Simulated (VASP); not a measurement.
# In (P6_3/mmc) in VASP: further runs

The runs below take In through single point, with PBE.

All numbers are computed with VASP 6.6.1; they aren't measurements. Logs are shortened: lines on timing, memory, paths and dates and some standing lists are left out, and cuts for length are marked.

**1. The cell of the first run**

It takes space group P6_3/mmc (No. 194, hexagonal). The conventional cell has a = 3.483 Å, b = 3.483 Å, c = 11.315 Å, α = 90.00°, β = 90.00°, γ = 120.00°. Within 4.6 Å of In (site symmetry -3m) lie 12 In at 3.47 to 3.48 Å. In (site symmetry -6m2) has 12 In at 3.47 to 3.48 Å within 4.6 Å.

**2. Single point, PBE (volume scaled by 1.08)**

Contents of INCAR:

```
SYSTEM = In
  PREC = Accurate
  ENCUT = 520
  EDIFF = 1E-7
  ISMEAR = -1
  SIGMA = 0.1
  LREAL = .False.
  LASPH = .True.
  NELM = 80
  ALGO = Normal
  ISIF = 2
  LWAVE = .False.
  LCHARG = .False.
  GGA = PE
  NBANDS = 34
```

Contents of KPOINTS:

```
Automatic mesh
0
Gamma
  12 12 4
  0 0 0
```

Contents of POSCAR:

```
In
1.0
    3.4832756139      0.0000000000      0.0000000000
   -1.7416378069      3.0166051700      0.0000000000
    0.0000000000      0.0000000000     11.3146978295
In
4
Direct
    1.0000000000      1.0000000000      0.0000000000
    1.0000000000      1.0000000000      0.5000000000
    0.3333333333      0.6666666667      0.2500000000
    0.6666666667      0.3333333333      0.7500000000
```

Potentials or basis: VASP PAW PBE potentials, release 64 (In_d).

Command:

```sh
$ cat potpaw_PBE.64/In_d/POTCAR > POTCAR
$ mpirun -np 1 vasp_std > vasp.out
```

OUTCAR:

```text
SYSTEM = In
   PREC = Accurate
   ENCUT = 520
   EDIFF = 1E-7
   ISMEAR = -1
   LREAL = .False.
   LASPH = .True.
   NELM = 80
   ISIF = 2
   GGA = PE

 ion  position               nearest neighbor table
   1  0.000  0.000  0.000-   3 3.47   4 3.47   3 3.47   4 3.47   4 3.47   3 3.47
   2  0.000  0.000  0.500-   3 3.47   4 3.47   3 3.47   4 3.47   4 3.47   3 3.47
   3  0.333  0.667  0.250-   1 3.47   2 3.47   1 3.47   2 3.47   1 3.47   2 3.47
   4  0.667  0.333  0.750-   1 3.47   2 3.47   1 3.47   2 3.47   1 3.47   2 3.47

  LATTYP: Found a hexagonal cell.
 ALAT       =     3.4832756139
 C/A-ratio  =     3.2482924361

  Lattice vectors:

 A1 = (   3.4832756139,   0.0000000000,   0.0000000000)
 A2 = (  -1.7416378069,   3.0166051700,   0.0000000000)
 A3 = (   0.0000000000,   0.0000000000,  11.3146978295)

Analysis of symmetry for initial positions (statically):
=====================================================================
 Subroutine PRICEL returns:
 Original cell was already a primitive cell.

 Routine SETGRP: Setting up the symmetry group for a
 hexagonal supercell.

 Subroutine GETGRP returns: Found 24 space group operations
 (whereof 12 operations were pure point group operations)
 out of a pool of 24 trial point group operations.

The static configuration has the point symmetry D_3d.
 The point group associated with its full space group is D_6h.

Analysis of symmetry for dynamics (positions and initial velocities):
=====================================================================
 Subroutine PRICEL returns:
 Original cell was already a primitive cell.

 Routine SETGRP: Setting up the symmetry group for a
 hexagonal supercell.

 Subroutine GETGRP returns: Found 24 space group operations
 (whereof 12 operations were pure point group operations)
 out of a pool of 24 trial point group operations.

The dynamic configuration has the point symmetry D_3d.
 The point group associated with its full space group is D_6h.

 Subroutine INISYM returns: Found 24 space group operations
 (whereof 12 operations are pure point group operations),
 and found     1 'primitive' translations

----------------------------------------------------------------------------------------

                                     Primitive cell

  volume of cell :     118.8911

  direct lattice vectors                    reciprocal lattice vectors
     3.483275614  0.000000000  0.000000000     0.287086097  0.165749235  0.000000000
    -1.741637807  3.016605170  0.000000000     0.000000000  0.331498471  0.000000000
     0.000000000  0.000000000 11.314697830     0.000000000  0.000000000  0.088380619

  length of vectors
     3.483275614  3.483275614 11.314697830     0.331498471  0.331498471  0.088380619

  position of ions in fractional coordinates (direct lattice)
     0.000000000  0.000000000  0.000000000
     0.000000000  0.000000000  0.500000000
     0.333333333  0.666666667  0.250000000
     0.666666667  0.333333333  0.750000000

  ion indices of the primitive-cell ions
   primitive index   ion index
                 1           1
                 2           2
                 3           3
                 4           4

----------------------------------------------------------------------------------------

 KPOINTS: Automatic mesh

Automatic generation of k-mesh.
 Grid dimensions read from file:
 generate k-points for:   12   12    4

 Generating k-lattice:

  Cartesian coordinates                     Fractional coordinates (reciprocal lattice)
     0.023923841  0.013812436  0.000000000     0.083333333  0.000000000  0.000000000
     0.000000000  0.027624873  0.000000000     0.000000000  0.083333333  0.000000000
     0.000000000  0.000000000  0.022095155     0.000000000  0.000000000  0.250000000

  Length of vectors
     0.027624873  0.027624873  0.022095155

  Shift w.r.t. Gamma in fractional coordinates (k-lattice)
     0.000000000  0.000000000  0.000000000

 Subroutine IBZKPT returns following result:
 ===========================================

 Found     57 irreducible k-points:

 Following reciprocal coordinates:
            Coordinates               Weight
  0.000000  0.000000  0.000000      1.000000
  0.083333  0.000000  0.000000      6.000000
  0.166667  0.000000  0.000000      6.000000
  0.250000 -0.000000  0.000000      6.000000
  0.333333  0.000000  0.000000      6.000000
  0.416667  0.000000  0.000000      6.000000
[... 16 lines left out ...]
  0.250000 -0.000000  0.250000     12.000000
  0.333333  0.000000  0.250000     12.000000
 [... further k-points ...]
   k-points           NKPTS =     57   k-points in BZ     NKDIM =     57   number of bands    NBANDS=     34
   number of dos      NEDOS =    301   number of ions     NIONS =      4
   total plane-waves  NPLWV =  65856
   dimension x,y,z NGX =    28 NGY =   28 NGZ =   84
   dimension x,y,z NGXF=    56 NGYF=   56 NGZF=  168
   ions per type =               4
   NGX,Y,Z   is equivalent  to a cutoff of  13.36, 13.36, 12.34 a.u.
   NGXF,Y,Z  is equivalent  to a cutoff of  26.73, 26.73, 24.68 a.u.
 SYSTEM =  In
   PREC   = accura    normal or accurate (medium, high low for compatibility)
   ISTART =      0    job   : 0-new  1-cont  2-samecut
   ICHARG =      2    charge: 1-file 2-atom 10-const
   ISPIN  =      1    spin polarized calculation?
   LNONCOLLINEAR =      F non collinear calculations
   LSORBIT =      F    spin-orbit coupling
   LASPH  =      T    aspherical Exc in radial PAW
   ENCUT  =  520.0 eV  38.22 Ry    6.18 a.u.   6.48  6.48 21.04*2*pi/ulx,y,z
   NELM   =     80;   NELMIN=  2; NELMDL= -5     # of ELM steps
   EDIFF  = 0.1E-06   stopping-criterion for ELM
   LREAL  =      F    real-space projection
   EDIFFG = 0.1E-05   stopping-criterion for IOM
   NSW    =      0    number of steps for IOM
   IBRION =     -1    ionic relax: 0-MD 1-quasi-New 2-CG
   NFREE  =      0    steps in history (QN), initial steepest desc. (CG)
   ISIF   =      2    stress and relaxation
   ISYM   =      2    0-nonsym 1-usesym 2-fastsym
   POTIM  = 0.5000    time-step for ionic-motion
   TEBEG  =    0.0;   TEEND  =   0.0 temperature during run
   PSTRESS=    0.0 pullay stress
   NELECT =      52.0000    total number of electrons
   NUPDOWN=      -1.0000    fix difference up-down
   EMIN   =  10.00;   EMAX   =-10.00  energy-range for DOS
   EFERMI =   0.00;   METHOD = LEGACY
   ISMEAR =    -1;   SIGMA  =   0.10  broadening in eV -4-tet -1-fermi 0-gaus
   EFERMI_NEDOS =   21; number of points for ismear=-14 and -15
   IALGO  =     38    algorithm
   IMIX   =      4    mixing-type and parameters
     AMIX     =   0.40;   BMIX     =  1.00
     AMIX_MAG =   1.60;   BMIX_MAG =  1.00
  volume/ion in A,a.u.               =      29.72       200.58
  Fermi-wavevector in a.u.,A,eV,Ry     =   1.242681  2.348326 21.010866  1.544255
  Thomas-Fermi vector in A             =   2.377024
   LORBIT       =      0    0 simple, 1 ext, 2 COOP (PROOUT), +10 PAW based schemes
   GGA     = PE    functional components
   LHFCALC =     F    Hartree Fock is set to
   AEXX    =    0.0000 exact exchange contribution
   IVDW    =     0    specifies the selected vdW correction
   LEPSILON=     F    determine dielectric tensor
   LRPA    =     F    only Hartree local field effects (RPA)
 non-spin polarized calculation
  energy-cutoff  :      520.00
  volume of cell :      118.89
 maximum number of plane-waves:      3270
 NGX is ok and might be reduce to    28
   NGX = 13   NGY = 13   NGZ = 43

 number of electron      52.0000000 magnetization

 Free energy of the ion-electron system (eV)
  ---------------------------------------------------
  ext. energy  EPLUGINS =         0.00000000
  ---------------------------------------------------
  free energy    TOTEN  =       -10.19644391 eV

  energy without entropy =      -10.13113796  energy(sigma->0) =      -10.16379093

 E-fermi :   6.1426     XC(G=0):  -9.6624

 val. band max:        6.1323620755   @ k =   0.2500   0.2500   0.0000
 cond. band min:       6.1983673871   @ k =   0.2500   0.2500   0.5000
 fundamental gap:      0.0660053116
 Fermi energy:         6.1425631904

 k-point     1 :       0.0000    0.0000    0.0000
  band No.  band energies     occupation
      1      -8.4017      2.00000
      2      -8.3854      2.00000
      3      -8.3718      2.00000
      4      -8.3718      2.00000
      5      -8.3683      2.00000
      6      -8.3630      2.00000
[... 26 lines left out ...]
     33      14.4853      0.00000
     34      15.4262      0.00000

 k-point     2 :       0.0833    0.0000    0.0000
  band No.  band energies     occupation
      1      -8.3968      2.00000
      2      -8.3839      2.00000
      3      -8.3768      2.00000
      4      -8.3716      2.00000
      5      -8.3610      2.00000
      6      -8.3603      2.00000
[... 26 lines left out ...]
     33      14.0652      0.00000
     34      14.6954      0.00000

 k-point     3 :       0.1667    0.0000    0.0000
  band No.  band energies     occupation
      1      -8.4119      2.00000
      2      -8.3956      2.00000
      3      -8.3856      2.00000
      4      -8.3615      2.00000
      5      -8.3572      2.00000
      6      -8.3385      2.00000
[... 26 lines left out ...]
     33      13.2511      0.00000
     34      13.3321      0.00000

 k-point     4 :       0.2500   -0.0000    0.0000
  band No.  band energies     occupation
      1      -8.4431      2.00000
      2      -8.4150      2.00000
      3      -8.4011      2.00000
      4      -8.3697      2.00000
      5      -8.3598      2.00000
      6      -8.3366      2.00000
[... 26 lines left out ...]
     33      12.4277      0.00000
     34      12.4452      0.00000

 k-point     5 :       0.3333    0.0000    0.0000
  band No.  band energies     occupation
      1      -8.4732      2.00000
      2      -8.4356      2.00000
      3      -8.4160      2.00000
      4      -8.3997      2.00000
      5      -8.3773      2.00000
      6      -8.3525      2.00000
[... 621 lines left out ...]
 k-point    22 :       0.1667    0.0000    0.2500
  band No.  band energies     occupation
      1      -8.4112      2.00000
      2      -8.4016      2.00000
      3      -8.3787      2.00000
      4      -8.3626      2.00000
      5      -8.3537      2.00000
      6      -8.3369      2.00000
[... 26 lines left out ...]
     33      13.0210      0.00000
     34      13.8918      0.00000

 k-point    23 :       0.2500   -0.0000    0.2500
  band No.  band energies     occupation
      1      -8.4414      2.00000
      2      -8.4243      2.00000
      3      -8.3904      2.00000
      4      -8.3644      2.00000
      5      -8.3567      2.00000
      6      -8.3416      2.00000
[... 26 lines left out ...]
     33      11.8722      0.00000
     34      13.1222      0.00000

 k-point    24 :       0.3333    0.0000    0.2500
  band No.  band energies     occupation
      1      -8.4700      2.00000
      2      -8.4458      2.00000
      3      -8.4055      2.00000
      4      -8.3918      2.00000
      5      -8.3736      2.00000
      6      -8.3573      2.00000
[... 26 lines left out ...]
     33      11.7088      0.00000
     34      12.4968      0.00000

 [... further k-points ...]
[... 5 lines left out ...]
  --------------------------------------------------------------------------------------
  -------------------------------------------------------------------------------------
  Total       -1.6673968     -1.6673968     -1.6564108     -0.0000000      0.0000000      0.0000000
  in kB      -22.4698558    -22.4698558    -22.3218078     -0.0000000      0.0000000      0.0000000
  external PRESSURE =     -22.4205065 kB  Pullay stress =       0.0000000 kB

 VOLUME and BASIS-vectors are now :
 -----------------------------------------------------------------------------
  energy-cutoff  :      520.00
  volume of cell :      118.89
      direct lattice vectors                 reciprocal lattice vectors
     3.483275614  0.000000000  0.000000000     0.287086097  0.165749235  0.000000000
    -1.741637807  3.016605170  0.000000000     0.000000000  0.331498471  0.000000000
     0.000000000  0.000000000 11.314697830     0.000000000  0.000000000  0.088380619

 POSITION                                       TOTAL-FORCE (eV/Angst)
 -----------------------------------------------------------------------------------
      0.00000      0.00000      0.00000        -0.000000      0.000000     -0.000000
      0.00000      0.00000      5.65735        -0.000000      0.000000     -0.000000
     -0.00000      2.01107      2.82867         0.000000      0.000000     -0.000000
      1.74164      1.00554      8.48602        -0.000000      0.000000      0.000000
 -----------------------------------------------------------------------------------
    total drift:                                0.000000     -0.000000      0.000000

  FREE ENERGIE OF THE ION-ELECTRON SYSTEM (eV)
  ---------------------------------------------------
  free  energy   TOTEN  =       -10.1964439088 eV

  energy  without entropy=      -10.1311379575  energy(sigma->0) =      -10.16379093
```

Wall time 2.3 min (1 thread of Intel Xeon 6975P-C (Granite Rapids), shared host); peak memory 0.34 GiB.

What came out:

```
Free energy            : -10.1964 eV
Pressure               : -2.2 GPa
Band gap on the k mesh : zero (band 26 reaches 9.37 eV, above the bottom of band 27 at 5.08 eV)
```

Levels at points of the mesh, in eV from the Fermi level:
```csv
k point,band 24,band 25,band 26,band 27,band 28,band 29
"(0.00, 0.00, 0.00)",-4.18,-2.82,2.90,2.91,7.47,7.47
"(0.50, 0.00, 0.00)",-2.96,-2.58,-2.33,0.09,0.33,1.40
"(0.00, 0.00, 0.50)",-5.86,-0.52,-0.52,6.76,6.76,7.70
"(0.50, 0.00, 0.50)",-3.60,-1.47,-1.47,-1.06,-1.06,3.22
```

Caveat: spin-orbit coupling is left out, which moves the levels of the heavy elements.

[end of part 1 of 2]
